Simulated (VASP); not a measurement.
Runs of VASP 6.6.1 on LaPd2. The structure is that of space group I4/mmm (No. 139), or close to it. The cells are those of the table. 

| task | level | potentials or basis | cell | k mesh | cutoff (eV) | smearing | gap on the mesh (eV) | pressure (GPa) |
| --- | --- | --- | --- | --- | --- | --- | --- | --- |
| single point | PBEsol | VASP PAW PBE potentials, release 64 (La, Pd) | a = 5.294 Å, angles 135.5, 135.5, 64.7°, 3 atoms | 8 × 8 × 8 | 520 | gaussian 0.1 eV | none | -5.0 |
| single point | PBEsol | VASP PAW PBE potentials, release 64 (La, Pd) | a = 5.294 Å, angles 135.5, 135.5, 64.7°, 3 atoms | 11 × 11 × 11 | 520 | gaussian 0.1 eV | none | (a) |
| single point | PBEsol | VASP PAW PBE potentials, release 64 (La, Pd) | a = 5.294 Å, angles 135.5, 135.5, 64.7°, 3 atoms | 15 × 15 × 15 | 520 | gaussian 0.1 eV | none | -5.0 |
| single point | PBE | VASP PAW PBE potentials, release 64 (La, Pd) | a = 5.294 Å, angles 135.5, 135.5, 64.7°, 3 atoms | 9 × 9 × 9 | 520 | fermi-dirac 0.05 eV | none | -0.5 |
| single point | PBEsol | VASP PAW PBE potentials, release 64 (La, Pd) | a = 5.294 Å, angles 135.5, 135.5, 64.7°, 3 atoms | 13 × 13 × 13 | 520 | gaussian 0.1 eV | none | -5.0 |
| single point | PBE | VASP PAW PBE potentials, release 64 (La, Pd) | a = 5.294 Å, angles 135.5, 135.5, 64.7°, 3 atoms | 8 × 8 × 8 | 520 | fermi-dirac 0.1 eV | none | -0.5 |
| single point | RPBE | VASP PAW PBE potentials, release 64 (La, Pd_sv_GW) | a = 5.335 Å, angles 135.4, 135.4, 64.9°, 3 atoms | 9 × 9 × 9 | 630 | fermi-dirac 0.05 eV | none | -0.2 |
| relaxation of the atoms | PBE | VASP PAW PBE potentials, release 64 (La, Pd) | atoms relaxed from a = 5.264 Å, angles 136.2, 136.2, 63.7°, 3 atoms | 8 × 8 × 8 | 520 | fermi-dirac 0.05 eV | none | 2.7 |

Alike in all rows: no spin polarisation.

Q: Fill in the values left out.

A: (a) -5.1.

Caveats: spin-orbit coupling is left out, which moves the levels of the heavy elements; the PAW data sets were made with another functional, which shifts forces and pressure a little (at least some runs); the cell stands under tension (at least some runs).

A k mesh can miss the band edges, and the runs leave out spin-orbit coupling on La, Pd.

A gap of «none» marks levels without a gap at the run's occupations.

The runs don't all hold the same shells in valence.
